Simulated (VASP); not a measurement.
# Rb3Ag in VASP: a series of runs, part 2 of 3

VASP 6.6.1. The steps go on from the part before.

### 3 Single point, r2SCAN

POSCAR reads:

```
Rb3Ag
1.0
    6.1361480000     -0.0306807400     -0.0306807400
   -0.0306807400      6.1361480000     -0.0306807400
   -0.0306807400     -0.0306807400      6.1361480000
Rb Ag
3 1
Direct
    0.0000000000      0.5000000000      0.5000000000
    0.5000000000      0.0000000000      0.5000000000
    0.5000000000      0.5000000000      0.0000000000
    0.0000000000      0.0000000000      0.0000000000
```

INCAR.step1 reads:

```
SYSTEM = Rb3Ag
ALGO = Normal
EDIFF = 1E-4
ENCUT = 520
GGA = PE
ISMEAR = 1
LASPH = .TRUE.
LCHARG = .FALSE.
LREAL = .FALSE.
LWAVE = .TRUE.
NBANDS = 27
NELM = 100
PREC = Accurate
SIGMA = 0.05
```

INCAR.step2 reads:

```
SYSTEM = Rb3Ag
ALGO = Normal
EDIFF = 1E-6
ENCUT = 520
ISIF = 2
ISMEAR = 1
ISTART = 1
LASPH = .TRUE.
LCHARG = .FALSE.
LMIXTAU = .TRUE.
LREAL = .FALSE.
LWAVE = .FALSE.
METAGGA = R2SCAN
NBANDS = 27
NELM = 100
PREC = Accurate
SIGMA = 0.05
```

KPOINTS reads:

```
k-points
0
G
  6 6 6
  0 0 0
```

Potentials or basis: VASP PAW PBE potentials, release 64 (Rb_sv, Ag).

On the command line:

```bash
> cat potpaw_PBE.64/Rb_sv/POTCAR potpaw_PBE.64/Ag/POTCAR > POTCAR
> cp INCAR.step1 INCAR
> mpirun -np 1 vasp_std > vasp.out
> cp INCAR.step2 INCAR
> mpirun -np 1 vasp_std > vasp.out
```

OUTCAR:

```text
SYSTEM = Rb3Ag
   EDIFF = 1E-6
   ENCUT = 520
   ISIF = 2
   ISMEAR = 1
   ISTART = 1
   LASPH = .TRUE.
   LREAL = .FALSE.
   METAGGA = R2SCAN
   NELM = 100
   PREC = Accurate

 ion  position               nearest neighbor table
   1  0.000  0.500  0.500-   2 4.32   3 4.32   4 4.32   4 4.32   3 4.32   2 4.32   4 4.36   3 4.36
                             2 4.36   3 4.36   4 4.36   2 4.36
   2  0.500  0.000  0.500-   1 4.32   3 4.32   4 4.32   3 4.32   4 4.32   1 4.32   3 4.36   3 4.36
                             1 4.36   4 4.36   4 4.36   1 4.36
   3  0.500  0.500  0.000-   1 4.32   2 4.32   4 4.32   2 4.32   1 4.32   4 4.32   4 4.36   1 4.36
                             1 4.36   4 4.36   2 4.36   2 4.36
   4  0.000  0.000  0.000-   1 4.32   2 4.32   3 4.32   1 4.32   2 4.32   3 4.32   3 4.36   1 4.36
                             2 4.36   3 4.36   2 4.36   1 4.36

  LATTYP: Found a trigonal (rhomboedric) cell.
 ALAT       =     6.1363014018
 COS(alpha) =    -0.0099745013

  Lattice vectors:

 A1 = (   6.1361480000,  -0.0306807400,  -0.0306807400)
 A2 = (  -0.0306807400,   6.1361480000,  -0.0306807400)
 A3 = (  -0.0306807400,  -0.0306807400,   6.1361480000)

Analysis of symmetry for initial positions (statically):
=====================================================================
 Subroutine PRICEL returns:
 Original cell was already a primitive cell.

 Routine SETGRP: Setting up the symmetry group for a
 trigonal (rhombohedral) supercell.

 Subroutine GETGRP returns: Found 12 space group operations
 (whereof 12 operations were pure point group operations)
 out of a pool of 12 trial point group operations.

The static configuration has the point symmetry D_3d.

Analysis of symmetry for dynamics (positions and initial velocities):
=====================================================================
 Subroutine PRICEL returns:
 Original cell was already a primitive cell.

 Routine SETGRP: Setting up the symmetry group for a
 trigonal (rhombohedral) supercell.

 Subroutine GETGRP returns: Found 12 space group operations
 (whereof 12 operations were pure point group operations)
 out of a pool of 12 trial point group operations.

The dynamic configuration has the point symmetry D_3d.

 Subroutine INISYM returns: Found 12 space group operations
 (whereof 12 operations are pure point group operations),
 and found     1 'primitive' translations

----------------------------------------------------------------------------------------

                                     Primitive cell

  volume of cell :     231.0228

  direct lattice vectors                    reciprocal lattice vectors
     6.136148000 -0.030680740 -0.030680740     0.162976880  0.000818979  0.000818979
    -0.030680740  6.136148000 -0.030680740     0.000818979  0.162976880  0.000818979
    -0.030680740 -0.030680740  6.136148000     0.000818979  0.000818979  0.162976880

  length of vectors
     6.136301402  6.136301402  6.136301402     0.162980995  0.162980995  0.162980995

  position of ions in fractional coordinates (direct lattice)
     0.000000000  0.500000000  0.500000000
[... 33 lines left out ...]
 ===========================================

 Found     32 irreducible k-points:

 Following reciprocal coordinates:
            Coordinates               Weight
  0.000000  0.000000  0.000000      1.000000
  0.166667  0.000000  0.000000      6.000000
  0.333333 -0.000000  0.000000      6.000000
  0.500000 -0.000000  0.000000      3.000000
  0.166667  0.166667 -0.000000      6.000000
  0.333333  0.166667  0.000000     12.000000
[... 16 lines left out ...]
  0.500000  0.500000  0.166667      6.000000
 -0.333333  0.500000  0.166667     12.000000
 [... further k-points ...]
   k-points           NKPTS =     32   k-points in BZ     NKDIM =     32   number of bands    NBANDS=     27
   number of dos      NEDOS =    301   number of ions     NIONS =      4
   total plane-waves  NPLWV = 110592
   dimension x,y,z NGX =    48 NGY =   48 NGZ =   48
   dimension x,y,z NGXF=    96 NGYF=   96 NGZF=   96
   ions per type =               3   1
   NGX,Y,Z   is equivalent  to a cutoff of  13.00, 13.00, 13.00 a.u.
   NGXF,Y,Z  is equivalent  to a cutoff of  26.01, 26.01, 26.01 a.u.
 SYSTEM =  Rb3Ag
   PREC   = accura    normal or accurate (medium, high low for compatibility)
   ISTART =      1    job   : 0-new  1-cont  2-samecut
   ICHARG =      0    charge: 1-file 2-atom 10-const
   ISPIN  =      1    spin polarized calculation?
   LNONCOLLINEAR =      F non collinear calculations
   LSORBIT =      F    spin-orbit coupling
   LASPH  =      T    aspherical Exc in radial PAW
   ENCUT  =  520.0 eV  38.22 Ry    6.18 a.u.  11.41 11.41 11.41*2*pi/ulx,y,z
   NELM   =    100;   NELMIN=  2; NELMDL=  0     # of ELM steps
   EDIFF  = 0.1E-05   stopping-criterion for ELM
   LREAL  =      F    real-space projection
   EDIFFG = 0.1E-04   stopping-criterion for IOM
   NSW    =      0    number of steps for IOM
   IBRION =     -1    ionic relax: 0-MD 1-quasi-New 2-CG
   NFREE  =      0    steps in history (QN), initial steepest desc. (CG)
   ISIF   =      2    stress and relaxation
   ISYM   =      2    0-nonsym 1-usesym 2-fastsym
   POTIM  = 0.5000    time-step for ionic-motion
   TEBEG  =    0.0;   TEEND  =   0.0 temperature during run
   PSTRESS=    0.0 pullay stress
   NELECT =      38.0000    total number of electrons
   NUPDOWN=      -1.0000    fix difference up-down
   EMIN   =  10.00;   EMAX   =-10.00  energy-range for DOS
   EFERMI =   0.00;   METHOD = LEGACY
   ISMEAR =     1;   SIGMA  =   0.05  broadening in eV -4-tet -1-fermi 0-gaus
   EFERMI_NEDOS =   21; number of points for ismear=-14 and -15
   IALGO  =     38    algorithm
   IMIX   =      4    mixing-type and parameters
     AMIX     =   0.40;   BMIX     =  1.00
     AMIX_MAG =   1.60;   BMIX_MAG =  1.00
  volume/ion in A,a.u.               =      57.76       389.75
  Fermi-wavevector in a.u.,A,eV,Ry     =   0.896983  1.695053 10.946966  0.804579
  Thomas-Fermi vector in A             =   2.019510
   LORBIT       =      0    0 simple, 1 ext, 2 COOP (PROOUT), +10 PAW based schemes
   METAGGA = R2SCAN    functional components
   LHFCALC =     F    Hartree Fock is set to
   AEXX    =    0.0000 exact exchange contribution
   IVDW    =     0    specifies the selected vdW correction
   LEPSILON=     F    determine dielectric tensor
   LRPA    =     F    only Hartree local field effects (RPA)
 non-spin polarized calculation
 Methfessel and Paxton  Order N= 1 SIGMA  =   0.05
  energy-cutoff  :      520.00
  volume of cell :      231.02
 maximum number of plane-waves:      6247
 NGX is ok and might be reduce to    48
   NGX = 23   NGY = 23   NGZ = 23

 number of electron      37.9999995 magnetization

 Free energy of the ion-electron system (eV)
  ---------------------------------------------------
  ext. energy  EPLUGINS =         0.00000000
  ---------------------------------------------------
  free energy    TOTEN  =       -62.39361621 eV

  energy without entropy =      -62.39361561  energy(sigma->0) =      -62.39361601

 E-fermi :   1.1503     XC(G=0):  -6.8336

 val. band max:        1.1403330162   @ k =   0.5000   0.5000   0.1667
 cond. band min:       1.2291582652   @ k =   0.3333   0.3333  -0.0000
 fundamental gap:      0.0888252490
 Fermi energy:         1.1503488050

 k-point     1 :       0.0000    0.0000    0.0000
  band No.  band energies     occupation
      1     -28.9444      2.00000
      2     -28.9142      2.00000
      3     -28.9142      2.00000
      4     -12.6221      2.00000
      5     -12.6221      2.00000
      6     -12.6038      2.00000
[... 709 lines left out ...]
     26       4.6685      0.00000
     27       4.7337      0.00000

 [... further k-points ...]

------------------------ aborting loop because EDIFF is reached ----------------------------------------

  FORCE on cell =-STRESS in cart. coord.  units (eV):
  Direction    XX          YY          ZZ          XY          YZ          ZX
  --------------------------------------------------------------------------------------
  -------------------------------------------------------------------------------------
  Total       -0.2397733     -0.2397733     -0.2397733      0.0404917      0.0404917      0.0404917
  in kB       -1.6628638     -1.6628638     -1.6628638      0.2808157      0.2808157      0.2808157
  external PRESSURE =      -1.6628638 kB  Pullay stress =       0.0000000 kB

 VOLUME and BASIS-vectors are now :
 -----------------------------------------------------------------------------
  energy-cutoff  :      520.00
  volume of cell :      231.02
      direct lattice vectors                 reciprocal lattice vectors
     6.136148000 -0.030680740 -0.030680740     0.162976880  0.000818979  0.000818979
    -0.030680740  6.136148000 -0.030680740     0.000818979  0.162976880  0.000818979
    -0.030680740 -0.030680740  6.136148000     0.000818979  0.000818979  0.162976880

 POSITION                                       TOTAL-FORCE (eV/Angst)
 -----------------------------------------------------------------------------------
     -0.03068      3.05273      3.05273        -0.000000      0.000000      0.000000
      3.05273     -0.03068      3.05273        -0.000000     -0.000000     -0.000000
      3.05273      3.05273     -0.03068         0.000000     -0.000000     -0.000000
      0.00000      0.00000      0.00000         0.000000     -0.000000     -0.000000
 -----------------------------------------------------------------------------------
    total drift:                                0.000000     -0.000000     -0.000000

  FREE ENERGIE OF THE ION-ELECTRON SYSTEM (eV)
  ---------------------------------------------------
  free  energy   TOTEN  =       -62.3936162147 eV

  energy  without entropy=      -62.3936156106  energy(sigma->0) =      -62.39361601
```

It took 15 min on 1 thread of Intel Xeon 8259CL, shared host; peak memory 0.48 GiB.

Results:

```yaml
Free_energy: -62.3936 eV
Pressure: -0.2 GPa
Band_gap_on_the_k_mesh: zero (bands 19 and 20 overlap by 0.99 eV)
```

Caveat: the PAW data sets were made with another functional, which shifts forces and pressure a little.

(Continued in part 3 of 3.)
